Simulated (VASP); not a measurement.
# NbAs (I4_1md) in VASP: notebook, part 2 of 2

VASP 6.6.1.

## Step 5: Single point, PBEsol (18.44 Å³/atom)

This run uses another cell than the first one, of 18.44 Å³/atom.

INCAR

```
ALGO = Normal
EDIFF = 1E-7
ENCUT = 520
GGA = PS
ISIF = 2
ISMEAR = -1
LASPH = True
LCHARG = False
LREAL = False
LWAVE = False
NBANDS = 26
NELM = 100
PREC = Accurate
SIGMA = 0.05
```

KPOINTS

```
k-points
0
Gamma
  11 11 11
```

POSCAR

```
NbAs
1.0
   -1.7596987896      1.7596987896      5.9545388829
    1.7596987896     -1.7596987896      5.9545388829
    1.7596987896      1.7596987896     -5.9545388829
Nb As
2 2
Direct
    0.5000000000      0.0000000000      0.5000000000
    0.7500000000      0.7500000000      0.0000000000
    0.9160000000      0.4160000000      0.5000000000
    0.1660000000      0.1660000000      0.0000000000
```

Potentials or basis: VASP PAW PBE potentials, release 64 (Nb_sv, As).

Run with:

```bash
cat potpaw_PBE.64/Nb_sv/POTCAR potpaw_PBE.64/As/POTCAR > POTCAR
mpirun -np 1 vasp_std > vasp.out
```

OUTCAR:

```text
EDIFF = 1E-7
   ENCUT = 520
   GGA = PS
   ISIF = 2
   ISMEAR = -1
   LASPH = True
   LREAL = False
   NELM = 100
   PREC = Accurate

 ion  position               nearest neighbor table
   1  0.500  0.000  0.500-   4 2.65   4 2.65   3 2.68   3 2.68   3 2.68   3 2.68
   2  0.750  0.750  0.000-   3 2.65   3 2.65   4 2.68   4 2.68   4 2.68   4 2.68
   3  0.916  0.416  0.500-   2 2.65   2 2.65   1 2.68   1 2.68   1 2.68   1 2.68
   4  0.166  0.166  0.000-   1 2.65   1 2.65   2 2.68   2 2.68   2 2.68   2 2.68

  LATTYP: Found a body centered tetragonal cell.
 ALAT       =     3.5193975792
 C/A-ratio  =     3.3838398470

  Lattice vectors:

 A1 = (  -1.7596987896,   1.7596987896,   5.9545388829)
 A2 = (   1.7596987896,  -1.7596987896,   5.9545388829)
 A3 = (   1.7596987896,   1.7596987896,  -5.9545388829)

Analysis of symmetry for initial positions (statically):
=====================================================================
 Subroutine PRICEL returns:
 Original cell was already a primitive cell.

[... 168 lines left out ...]
  ext. energy  EPLUGINS =         0.00000000
  ---------------------------------------------------
  free energy    TOTEN  =       -34.93534055 eV

  energy without entropy =      -34.92882503  energy(sigma->0) =      -34.93208279

 E-fermi :   8.7836     XC(G=0): -11.6814

 val. band max:        8.7677109002   @ k =  -0.0909   0.4545   0.0909
 cond. band min:       8.7964694721   @ k =  -0.1818  -0.4545   0.1818
 fundamental gap:      0.0287585719
 Fermi energy:         8.7835881783

 k-point     1 :       0.0000    0.0000    0.0000
  band No.  band energies     occupation
      1     -46.3679      2.00000
      2     -46.3463      2.00000
      3     -22.5471      2.00000
      4     -22.4858      2.00000
      5     -22.4858      2.00000
      6     -22.3395      2.00000
[... 685 lines left out ...]
     25      12.2471      0.00000
     26      13.6547      0.00000

 [... further k-points ...]
[... 5 lines left out ...]
  --------------------------------------------------------------------------------------
  -------------------------------------------------------------------------------------
  Total       -5.2959620     -5.2959620     -4.4013955      0.0000000      0.0000000      0.0000000
  in kB     -115.0457676   -115.0457676    -95.6128317      0.0000000      0.0000000      0.0000000
  external PRESSURE =    -108.5681223 kB  Pullay stress =       0.0000000 kB

 VOLUME and BASIS-vectors are now :
 -----------------------------------------------------------------------------
  energy-cutoff  :      520.00
  volume of cell :       73.75
      direct lattice vectors                 reciprocal lattice vectors
    -1.759698790  1.759698790  5.954538883     0.000000000  0.284139537  0.083969558
     1.759698790 -1.759698790  5.954538883     0.284139537  0.000000000  0.083969558
     1.759698790  1.759698790 -5.954538883     0.284139537  0.284139537  0.000000000

 POSITION                                       TOTAL-FORCE (eV/Angst)
 -----------------------------------------------------------------------------------
      0.00000      1.75970      0.00000        -0.000000     -0.000000     -0.220897
      0.00000      0.00000      8.93181         0.000000      0.000000     -0.220897
      0.00000      1.75970      4.95418        -0.000000      0.000000      0.220897
      0.00000      0.00000      1.97691         0.000000     -0.000000      0.220897
 -----------------------------------------------------------------------------------
    total drift:                               -0.000000     -0.000000     -0.000157

  FREE ENERGIE OF THE ION-ELECTRON SYSTEM (eV)
  ---------------------------------------------------
  free  energy   TOTEN  =       -34.9353405516 eV

  energy  without entropy=      -34.9288250289  energy(sigma->0) =      -34.93208279
```

OSZICAR:

```text
N       E                     dE             d eps       ncg     rms          rms(c)
DAV:   1     0.344670289129E+03    0.34467E+03   -0.18897E+04  6560   0.135E+03
DAV:   2    -0.775049733678E+01   -0.35242E+03   -0.34261E+03  7926   0.490E+02
DAV:   3    -0.350322930596E+02   -0.27282E+02   -0.26813E+02 11576   0.103E+02
DAV:   4    -0.371669696318E+02   -0.21347E+01   -0.21212E+01 10288   0.232E+01
DAV:   5    -0.372170746920E+02   -0.50105E-01   -0.50063E-01 10832   0.376E+00    0.106E+01
DAV:   6    -0.349730948478E+02    0.22440E+01   -0.77774E+00 10024   0.189E+01    0.279E+00
DAV:   7    -0.349523583306E+02    0.20737E-01   -0.50182E-01  9406   0.405E+00    0.177E+00
DAV:   8    -0.349353324317E+02    0.17026E-01   -0.72031E-02 10078   0.153E+00    0.410E-01
DAV:   9    -0.349352861313E+02    0.46300E-04   -0.60742E-03 10754   0.521E-01    0.211E-01
DAV:  10    -0.349353628490E+02   -0.76718E-04   -0.12600E-03  9578   0.300E-01    0.325E-02
DAV:  11    -0.349353437541E+02    0.19095E-04   -0.58639E-05  9090   0.667E-02    0.122E-02
DAV:  12    -0.349353404701E+02    0.32840E-05   -0.66444E-06 10094   0.241E-02    0.446E-03
DAV:  13    -0.349353405516E+02   -0.81522E-07   -0.42365E-07  7996   0.589E-03
   1 F= -.34935341E+02 E0= -.34932083E+02  d E =-.651552E-02
```

Run time: 3.2 min. Hardware: 1 thread of Intel Xeon 6975P-C (Granite Rapids), shared host; peak memory 0.46 GiB.

Results:

```yaml
Free_energy: -34.9353 eV
Pressure: -10.9 GPa
Largest_force: 0.221 eV/Å
```

Forces on the atoms (eV/Å):
```
Nb   0.000  0.000 -0.221
Nb   0.000  0.000 -0.221
As   0.000  0.000  0.221
As   0.000  0.000  0.221
```

Levels at points of the mesh, in eV from the Fermi level:
```
           k point  band 16  band 17  band 18  band 19  band 20  band 21
(0.00, 0.00, 0.00)    -1.54    -1.33    -1.33     0.67     1.19     2.23
```

Caveat: the cell stands under tension; the PAW data sets were made with another functional, which shifts forces and pressure a little.

## Step 6: Overview

```csv
level,potentials or basis,cell,gap on the mesh (eV),pressure (GPa),largest force (eV/Å)
revPBE+D3(BJ),"VASP PAW PBE potentials, release 64 (Nb_sv, As)","a = 6.211 Å, angles 148.0, 148.0, 45.9°, 4 atoms, atomic positions A",0.03,0.0,-
revPBE+D4,"VASP PAW PBE potentials, release 64 (Nb_sv, As)","a = 6.289 Å, angles 148.2, 148.2, 45.6°, 4 atoms, atomic positions A",0.06,0.0,-
LDA,"VASP PAW LDA potentials, release 64 (Nb_sv, As)","a = 6.454 Å, angles 148.4, 148.4, 45.4°, 4 atoms, atomic positions B",-,-13.6,0.21
PBEsol,"VASP PAW PBE potentials, release 64 (Nb_sv, As)","a = 6.454 Å, angles 148.4, 148.4, 45.4°, 4 atoms, atomic positions B",-,-10.9,0.22
```

Alike in all rows: task single point; no spin polarisation; k mesh 11 × 11 × 11; cutoff (eV) 520; smearing fermi-dirac 0.05 eV.

Caveats: the PAW data sets were made with another functional, which shifts forces and pressure a little (at least some runs); an odd mesh through Γ misses points on the zone boundary, where band edges can lie (at least some runs); the cell stands under tension (at least some runs).

Total energies depend on the potentials used, so only differences within one code and one set of settings carry meaning.
